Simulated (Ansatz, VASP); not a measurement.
TiGe8Mo3 in VASP and in Ansatz

```
CELL_PARAMETERS angstrom
4.72894 0.00000 0.00000
0.00000 4.72894 0.00000
0.00000 0.00000 8.37302
ATOMIC_POSITIONS crystal
Ti 0.00000 0.00000 0.50000
Ge 0.00000 0.50000 0.66110
Ge 0.00000 0.00000 0.16221
Ge 0.50000 0.50000 0.16056
Ge 0.50000 0.00000 0.66110
Ge 0.00000 0.50000 0.33890
Ge 0.00000 0.00000 0.83779
Ge 0.50000 0.50000 0.83944
Ge 0.50000 0.00000 0.33890
Mo 0.00000 0.50000 0.00000
Mo 0.50000 0.50000 0.50000
Mo 0.50000 0.00000 0.00000
```

Alike in both runs: task single point; functional PBE; k mesh 4 × 4 × 2; occupations gaussian, width 0.1 eV; collinear spin.

|  | VASP | Ansatz |
| --- | --- | --- |
| version | VASP 6.6.1 | Ansatz 0.2.0 |
| potentials or method | VASP PAW PBE potentials, release 64 (Ti_sv, Ge_d, Mo_sv), cutoff 500 eV | scalar-relativistic, plane waves, PAW |
| valence electrons in the cell | 166 | 166 |

Ansatz gave:

* gap on the k mesh at the Fermi level (eV): none
* pressure (GPa): -0.1
* traceless stress, the component that is largest in VASP (GPa): 0.09
* rms of the force components (eV/Å): 0.007
* net moment per atom (μB): 0.00

Estimate VASP's values.

gap on the k mesh at the Fermi level (eV): none; pressure (GPa): 0.1; traceless stress, the component that is largest in VASP (GPa): 0.10; rms of the force components (eV/Å): 0.009; net moment per atom (μB): 0.00.

Atom by atom the forces differ by 0.003 eV/Å (rms over components). A gap of «none» marks a metal or a gap that the smearing closes. The functional is the same, so the differences come from potentials, cutoffs and numerics. Ansatz's warnings: seeded moment not kept.

The k mesh is coarse, so the values compare programs but aren't converged.
